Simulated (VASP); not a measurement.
Wanted: the native input for a VASP 6.6.1 run.

```
Task                   : single point
Functional             : revPBE
Potentials or basis    : VASP PAW PBE potentials, release 64 (Fe)
Cutoff                 : 520 eV
k mesh                 : 17 × 17 × 17
Occupations            : fermi-dirac, width 0.1 eV
Spin                   : no spin polarisation
Dipole correction      : no
Further INCAR settings : ALGO = Normal; EDIFF = 1e-06; NBANDS = 10
```

The structure of Fe lies in POSCAR:

```
Fe
1.0
    0.0000000000      1.7343749128      1.7343749128
    1.7343749128      0.0000000000      1.7343749128
    1.7343749128      1.7343749128      0.0000000000
Fe
1
Direct
    0.0000000000      0.0000000000      0.0000000000
```

These files were run (other wordings do the same):

INCAR

```
SYSTEM = Fe
  PREC = Accurate
  ENCUT = 520
  EDIFF = 1E-6
  ISMEAR = -1
  SIGMA = 0.1
  LREAL = .FALSE.
  LASPH = .TRUE.
  NELM = 100
  ALGO = Normal
  ISIF = 2
  LWAVE = .FALSE.
  LCHARG = .FALSE.
  GGA = RE
  NBANDS = 10
```

KPOINTS

```
regular mesh
0
G
  17 17 17
  0 0 0
```

Potentials or basis: VASP PAW PBE potentials, release 64 (Fe).

Run with:

```sh
$ cat potpaw_PBE.64/Fe/POTCAR > POTCAR
$ mpirun -np 1 vasp_std > vasp.out
```

Results of the run:

The pressure is -0.4 GPa and the band gap on the k mesh is zero (band 4 reaches 7.88 eV, above the bottom of band 5 at 5.94 eV).

Caveat: the PAW data sets were made with another functional, which shifts forces and pressure a little; the run has no spin polarisation, though such a crystal can be magnetic.

It took 7.6 s on 1 thread of Intel(R) Xeon(R) Platinum 8559C (Emerald Rapids), with other jobs on the host, peak memory 0.13 GiB.
